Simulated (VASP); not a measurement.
Wanted: the native input for a VASP 6.6.1 run.

```
Task                   : single point
Functional             : PBEsol
Potentials or basis    : VASP PAW PBE potentials, release 64 (Si, O)
Cutoff                 : 520 eV
k mesh                 : 6 × 6 × 8
Occupations            : fermi-dirac, width 0.05 eV
Spin                   : no spin polarisation
Dipole correction      : no
Further INCAR settings : ALGO = Normal; EDIFF = 1e-06; NBANDS = 25
```

The structure of SiO2 (Stishovite) lies in POSCAR:

```
SiO2
1.0
    4.3026190000      0.0000000000      0.0000000000
    0.0000000000      4.3026190000      0.0000000000
    0.0000000000      0.0000000000      2.5122066170
Si O
2 4
Direct
    0.0000000000      0.0000000000      0.0000000000
    0.5000000000      0.5000000000      0.5000000000
    0.3059000000      0.3059000000      0.0000000000
    0.1941000000      0.8059000000      0.5000000000
    0.6941000000      0.6941000000      0.0000000000
    0.8059000000      0.1941000000      0.5000000000
```

One way to write it, as run:

INCAR

```
SYSTEM = SiO2
ALGO = Normal
EDIFF = 1E-6
ENCUT = 520
GGA = PS
ISIF = 2
ISMEAR = -1
LASPH = .TRUE.
LCHARG = .FALSE.
LREAL = .FALSE.
LWAVE = .FALSE.
NBANDS = 25
NELM = 80
PREC = Accurate
SIGMA = 0.05
```

KPOINTS

```
k-points
0
G
  6 6 8
  0 0 0
```

Potentials or basis: VASP PAW PBE potentials, release 64 (Si, O).

Run with:

```bash
$ cat potpaw_PBE.64/Si/POTCAR potpaw_PBE.64/O/POTCAR > POTCAR
$ mpirun -np 1 vasp_std > vasp.out
```

It gave:

| Quantity | Value |
| --- | --- |
| Pressure | 11.1 GPa |
| Largest force | 0.393 eV/Å |
| Band gap on the k mesh | 5.77 eV, direct |

Caveat: the PAW data sets were made with another functional, which shifts forces and pressure a little.

Run time: 30 s on 1 thread of Intel Xeon 6975P-C, on a shared host, peak memory 0.17 GiB.
